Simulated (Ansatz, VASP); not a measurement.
**One calculation of TiO2, two programs**

```
Ti O
1.0
     2.64037   -2.64044   -0.01970
     2.64037    2.64044   -0.01970
    -2.60455    0.00000    4.80274
Ti O
2 4
Direct
  0.12501 0.87499 0.25000
  0.87499 0.12501 0.75000
  0.33022 0.08025 0.66046
  0.66978 0.91975 0.33954
  0.91975 0.66978 0.83954
  0.08025 0.33022 0.16046
```

Alike in both runs: task single point; functional PBE; k mesh 6 × 6 × 6; occupations gaussian, width 0.05 eV; no spin polarisation; Hubbard terms Ti d U = 4.0 eV.

|  | VASP | Ansatz |
| --- | --- | --- |
| version | VASP 6.6.1 | Ansatz 0.2.0 |
| potentials or method | VASP PAW PBE potentials, release 64 (Ti_sv, O), cutoff 520 eV | scalar-relativistic, plane waves, PAW |
| valence electrons in the cell | 48 | 48 |

Ansatz gave:

```
gap on the k mesh at the Fermi level (eV)                     : 2.88
least direct gap on the mesh (eV)                             : 3.11
pressure (GPa)                                                : 15.3
traceless stress, the component that is largest in VASP (GPa) : 0.72
rms of the force components (eV/Å)                            : 0.185
```

Question: Which values does VASP return?

Answer: gap on the k mesh at the Fermi level (eV): 2.92; least direct gap on the mesh (eV): 3.16; pressure (GPa): 20.5; traceless stress, the component that is largest in VASP (GPa): -0.05; rms of the force components (eV/Å): 0.265.

The programs project onto different local orbitals, so the same U acts differently, and such runs can settle in different states. Atom by atom the forces differ by 0.080 eV/Å (rms over components).
